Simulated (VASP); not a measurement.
# HfBBr2 (P-3m1) in VASP: a series of runs, part 3 of 3

VASP 6.6.1. Earlier steps stand in the parts before.

## 5. Relaxation of cell and atoms, PBE

The input, INCAR:

```
SYSTEM = HfBBr2
  PREC = Accurate
  ENCUT = 600
  EDIFF = 1E-7
  ISMEAR = 0
  SIGMA = 0.1
  LREAL = .FALSE.
  LASPH = .TRUE.
  NELM = 80
  ALGO = Normal
  ISIF = 3
  LWAVE = .FALSE.
  LCHARG = .FALSE.
  GGA = PE
  IBRION = 2
  NSW = 90
  EDIFFG = -0.04
```

The input, KPOINTS:

```
regular mesh
0
G
  6 6 4
  0 0 0
```

The input, POSCAR:

```
HfBBr2
1.0
    4.9586393421      0.0000000000      0.0000000000
   -2.4793196710      4.2943076385      0.0000000000
    0.0000000000      0.0000000000      4.4074679234
Hf B Br
1 1 2
Direct
    0.0000000000      0.0000000000      0.5000000000
    0.0000000000      0.0000000000      0.0000000000
    0.3333333333      0.6666666667      0.6638902885
    0.6666666667      0.3333333333      0.3361097115
```

Potentials or basis: VASP PAW PBE potentials, release 64 (Hf_pv, B, Br).

Command:

```sh
cat potpaw_PBE.64/Hf_pv/POTCAR potpaw_PBE.64/B/POTCAR potpaw_PBE.64/Br/POTCAR > POTCAR
mpirun -np 1 vasp_std > vasp.out
```

OUTCAR:

```text
SYSTEM = HfBBr2
   PREC = Accurate
   ENCUT = 600
   EDIFF = 1E-7
   ISMEAR = 0
   LREAL = .FALSE.
   LASPH = .TRUE.
   NELM = 80
   ISIF = 3
   GGA = PE
   IBRION = 2
   NSW = 90
   EDIFFG = -0.04

 ion  position               nearest neighbor table
   1  0.000  0.000  0.500-   2 2.20   2 2.20   4 2.95   3 2.95   4 2.95   3 2.95   4 2.95   3 2.95

   2  0.000  0.000  0.000-   1 2.20   1 2.20
   3  0.333  0.667  0.664-   1 2.95   1 2.95   1 2.95
   4  0.667  0.333  0.336-   1 2.95   1 2.95   1 2.95

  LATTYP: Found a hexagonal cell.
 ALAT       =     4.9586393421
 C/A-ratio  =     0.8888462377

  Lattice vectors:

 A1 = (   4.9586393421,   0.0000000000,   0.0000000000)
 A2 = (  -2.4793196710,   4.2943076385,   0.0000000000)
[... 187 lines left out ...]
  -------------------------------------------------------------------------------------
  Total       -1.1677141     -1.1677141      5.9561866     -0.0000000     -0.0000000     -0.0000000
  in kB      -19.9343593    -19.9343593    101.6796496     -0.0000000     -0.0000000     -0.0000000
  external PRESSURE =      20.6036437 kB  Pullay stress =       0.0000000 kB
[... 253 lines left out ...]
--------------------------------------- Ionic step        8  -------------------------------------------

 number of electron      27.0000001 magnetization

 Free energy of the ion-electron system (eV)
  ---------------------------------------------------
  ext. energy  EPLUGINS =         0.00000000
  ---------------------------------------------------
  free energy    TOTEN  =       -18.95826050 eV

  energy without entropy =      -18.93980016  energy(sigma->0) =      -18.94903033

 E-fermi :   3.6411     XC(G=0):  -9.3346

 val. band max:        3.6407571450   @ k =  -0.1667   0.5000   0.2500
 cond. band min:       3.6732730760   @ k =   0.0000   0.1667   0.2500
 fundamental gap:      0.0325159310
 Fermi energy:         3.6410654944

 k-point     1 :       0.0000    0.0000    0.0000
  band No.  band energies     occupation
      1     -28.2157      2.00000
      2     -28.2157      2.00000
      3     -27.7018      2.00000
      4     -13.3795      2.00000
      5     -12.0735      2.00000
      6      -3.0008      2.00000
[... 500 lines left out ...]
  FREE ENERGIE OF THE ION-ELECTRON SYSTEM (eV)
  ---------------------------------------------------
  free  energy   TOTEN  =       -18.9582605025 eV

  energy  without entropy=      -18.9398001605  energy(sigma->0) =      -18.94903033

 reached required accuracy - stopping structural energy minimisation
```

Wall time 4.3 min (1 thread of Intel Xeon 6975P-C, shared host); peak memory 0.28 GiB.

What came out:

- Free energy: -18.9583 eV
- Relaxed volume: 23.40 Å³/atom
- Relaxed cell: a = 4.806 Å, b = 4.806 Å, c = 4.680 Å, α = 90.00°, β = 90.00°, γ = 120.00°
- Space group after relaxing (to 0.05 Å): P-3m1 (No. 164)
- Energy gained by relaxing: 56.6 meV/atom
- Ionic steps: 8
- Pressure after relaxing: 0.0 GPa
- Largest force after relaxing: 0.037 eV/Å

Forces on the atoms (eV/Å):
```
Hf   0.000  0.000  0.000
B    0.000  0.000  0.000
Br   0.000  0.000  0.037
Br   0.000  0.000 -0.037
```

Stress tensor (GPa, compression positive):
```
-0.02  0.00  0.00
 0.00 -0.02  0.00
 0.00  0.00  0.13
```

Step by step:
| step | energy change (eV) | largest force (eV/Å) | pressure (GPa) | volume (Å³) |
| --- | --- | --- | --- | --- |
| 1 | 0.0000 | 0.0257 | 2.06 | 93.85 |
| 2 | -0.1953 | 0.0912 | -1.51 | 97.78 |
| 3 | -0.1986 | 0.0854 | -1.13 | 97.32 |
| 4 | -0.2092 | 0.1548 | -0.05 | 95.18 |
| 5 | -0.2093 | 0.1625 | 0.07 | 94.95 |
| 6 | -0.2118 | 0.1522 | 0.07 | 94.82 |
| 7 | -0.2185 | 0.1187 | 0.07 | 94.42 |
| 8 | -0.2263 | 0.0374 | 0.03 | 93.62 |

Final structure:
```
Hf B Br
1.0
     4.80601    0.00000    0.00000
    -2.40301    4.16213    0.00000
     0.00000    0.00000    4.68012
Hf B Br
1 1 2
Direct
  0.00000 0.00000 0.50000
  0.00000 0.00000 0.00000
  0.33333 0.66667 0.68296
  0.66667 0.33333 0.31704
```

Levels at points of the mesh, in eV from the Fermi level:
| k point | band 10 | band 11 | band 12 | band 13 | band 14 | band 15 | band 16 | band 17 |
| --- | --- | --- | --- | --- | --- | --- | --- | --- |
| (0.00, 0.00, 0.00) | -3.87 | -3.87 | -3.26 | 0.82 | 0.82 | 0.87 | 1.41 | 1.41 |
| (0.50, 0.00, 0.00) | -4.08 | -3.72 | -3.13 | 0.53 | 0.85 | 1.00 | 1.41 | 1.64 |
| (0.00, 0.00, 0.50) | -3.83 | -3.83 | -2.74 | -2.66 | -1.11 | -1.11 | 3.01 | 3.68 |
| (0.50, 0.00, 0.50) | -4.25 | -4.04 | -2.37 | -2.08 | -0.22 | -0.20 | 1.63 | 2.46 |

Caveat: spin-orbit coupling is left out, which moves the levels of the heavy elements; an odd number of electrons without spin polarisation forces a metal; a magnetic or distorted state may lie lower.

## 6. Overview

| task | cell | k mesh | cutoff (eV) | gap on the mesh (eV) | pressure (GPa) | relaxed volume (Å³/atom) | largest force (eV/Å) |
| --- | --- | --- | --- | --- | --- | --- | --- |
| single point | a = 4.959, b = 4.959, c = 4.407 Å, angles 90.0, 90.0, 120.0°, 4 atoms | 6 × 6 × 2 | 520 | none | 0.0 | - | - |
| single point | a = 4.812, b = 4.812, c = 4.683 Å, angles 90.0, 90.0, 120.0°, 4 atoms | 6 × 6 × 4 | 520 | none | -0.4 | - | 0.03 |
| relaxation of cell and atoms | relaxed from a = 4.820, b = 4.820, c = 7.599 Å, angles 90.0, 90.0, 120.0°, 4 atoms | 6 × 6 × 2 | 600 | none | 0.0 | 23.45 | 0.01 |
| relaxation of cell and atoms | relaxed from a = 4.959, b = 4.959, c = 4.407 Å, angles 90.0, 90.0, 120.0°, 4 atoms | 6 × 6 × 4 | 600 | none | 0.0 | 23.40 | 0.04 |

Alike in all rows: level PBE; potentials or basis VASP PAW PBE potentials, release 64 (Hf_pv, B, Br); no spin polarisation; smearing gaussian 0.1 eV.

Caveats: some runs use coarse meshes; spin-orbit coupling is left out, which moves the levels of the heavy elements; an odd number of electrons without spin polarisation forces a metal; a magnetic or distorted state may lie lower; the volume moved by over 15 % at a fixed basis, so the end points are rough (some runs).

Absolute energies hang on the potentials; compare differences alone.
